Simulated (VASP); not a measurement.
Runs of VASP 6.6.1 on RbYSi2. The structure is that of space group P4/mmm (No. 123), or close to it. The cells are those of the table. 

```tsv
task	cell	k mesh	cutoff (eV)	gap on the mesh (eV)	pressure (GPa)	relaxed volume (Å³/atom)	largest force (eV/Å)
relaxation of cell and atoms	relaxed from a = 4.177, b = 4.177, c = 4.462 Å, 4 atoms	4 × 4 × 4	600	none	0.0	(a)	0.02
single point	a = 3.887, b = 3.887, c = 7.594 Å, 4 atoms	12 × 12 × 6	520	none	0.0	-	0.01
single point	a = 4.177, b = 4.177, c = 4.462 Å, 4 atoms	4 × 4 × 4	520	none	32.8	-	(b)
single point	a = 3.872, b = 3.872, c = 7.576 Å, 4 atoms	4 × 4 × 4	520	none	0.1	-	-
relaxation of cell and atoms	relaxed from a = 3.872, b = 3.872, c = 7.576 Å, 4 atoms	12 × 12 × 6	600	none	0.0	28.72	-
```

Alike in all rows: level PBE; potentials or basis VASP PAW PBE potentials, release 64 (Rb_sv, Y_sv, Si); no spin polarisation; smearing gaussian 0.1 eV.

Fill in the values left out.

(a) 28.42; (b) 1.12.

Caveats: some runs use coarse meshes; the volume moved by over 15 % at a fixed basis, so the end points are rough (some runs); forces of over 1 eV/Å act on the atoms, so gaps and moduli don't describe the material at rest (some runs).

A k mesh can miss the band edges, and the runs leave out spin-orbit coupling on Rb, Y.

A gap of «none» marks levels without a gap at the run's occupations.
